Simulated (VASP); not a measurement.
Input of a VASP 6.6.1 run:

POSCAR

```
CoO
1.0
    1.4354055585      0.8287317856      2.3440498282
   -1.4354055585      0.8287317856      2.3440498282
    0.0000000000     -1.6574635712      2.3440498282
Co O
1 1
Direct
    0.0000000000      0.0000000000      0.0000000000
    0.5000000000      0.5000000000      0.5000000000
```

File INCAR.step1:

```
PREC = Accurate
ENCUT = 770
ISMEAR = 0
SIGMA = 0.02
LREAL = F
LASPH = T
NELM = 120
NBANDS = 18
GGA = PE
ALGO = Normal
EDIFF = 1E-5
LWAVE = T
LCHARG = F
GGA_COMPAT = F
```

The input INCAR.step2:

```
PREC = Accurate
ENCUT = 770
EDIFF = 1E-6
ISMEAR = 0
SIGMA = 0.02
LREAL = F
LASPH = T
NELM = 120
ALGO = Normal
ISIF = 2
LWAVE = F
LCHARG = F
METAGGA = R2SCAN
LMIXTAU = T
NBANDS = 18
ISTART = 1
GGA_COMPAT = F
```

File KPOINTS:

```
regular mesh
0
Gamma
  12 12 12
```

Potentials or basis: VASP PAW PBE potentials, release 64 (Co_sv, O).

Launch:

```sh
$ cat potpaw_PBE.64/Co_sv/POTCAR potpaw_PBE.64/O/POTCAR > POTCAR
$ cp INCAR.step1 INCAR
$ mpirun -np 1 vasp_std > vasp.out
$ cp INCAR.step2 INCAR
$ mpirun -np 1 vasp_std > vasp.out
```

Problem. What does it give for the pressure?

Solution. -0.8 GPa.

Problem. What does it give for the band gap on the k mesh?

Solution. Zero (an odd number of electrons rules out a gap without spin polarisation).

Caveat: the PAW data sets were made with another functional, which shifts forces and pressure a little; an odd number of electrons without spin polarisation forces a metal; a magnetic or distorted state may lie lower; the run has no spin polarisation, though such a crystal can be magnetic; semilocal functionals often make such compounds metallic where correlation or magnetic order opens a gap, which also shifts bond lengths. With open d or f shells a metallic result of r2SCAN can be an artefact of self-interaction; +U or a hybrid may open a gap.
